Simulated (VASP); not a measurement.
Here is a VASP 6.6.1 calculation.

The input INCAR:

```
SYSTEM = TaSi2
ALGO     = Normal         ! electronic algorithm
EDIFF    = 1E-6           ! SCF threshold, eV
ENCUT    = 520            ! plane-wave cutoff, eV
GGA      = PE             ! functional
ISIF     = 2              ! what is computed and relaxed
ISMEAR   = 0              ! smearing method
LASPH    = .TRUE.         ! aspherical terms in the spheres
LCHARG   = .TRUE.         ! write CHGCAR
LELF     = .TRUE.         ! ELF
LREAL    = .FALSE.        ! projectors in reciprocal space
LVHAR    = .TRUE.       
LWAVE    = .FALSE.        ! write WAVECAR
NBANDS   = 28             ! bands
NELM     = 80             ! most SCF steps
PREC     = Accurate       ! precision mode
SIGMA    = 0.1            ! smearing width, eV
```

KPOINTS

```
k-points
0
G
  8 8 8
  0 0 0
```

POSCAR

```
TaSi2
1.0
   -1.8447097538      1.8447097538      6.4140102103
    1.8447097538     -1.8447097538      6.4140102103
    1.8447097538      1.8447097538     -6.4140102103
Ta Si
2 4
Direct
    0.0000000000      0.0000000000      0.0000000000
    0.7500000000      0.2500000000      0.5000000000
    0.4165000000      0.4165000000      0.0000000000
    0.1665000000      0.6665000000      0.5000000000
    0.3335000000      0.8335000000      0.5000000000
    0.5835000000      0.5835000000      0.0000000000
```

Potentials or basis: VASP PAW PBE potentials, release 64 (Ta_pv, Si).

Command:

```bash
$ cat potpaw_PBE.64/Ta_pv/POTCAR potpaw_PBE.64/Si/POTCAR > POTCAR
$ mpirun -np 1 vasp_std > vasp.out
```

(1) Estimate the pressure.

(2) Predict the band gap on the k mesh.

(3) Predict the largest force.

Results:

(1) 15.5 GPa.

(2) zero (bands 19 and 20 overlap by 1.32 eV).

(3) 0.161 eV/Å.

Caveat: the cell stands under pressure; spin-orbit coupling is left out, which moves the levels of the heavy elements.
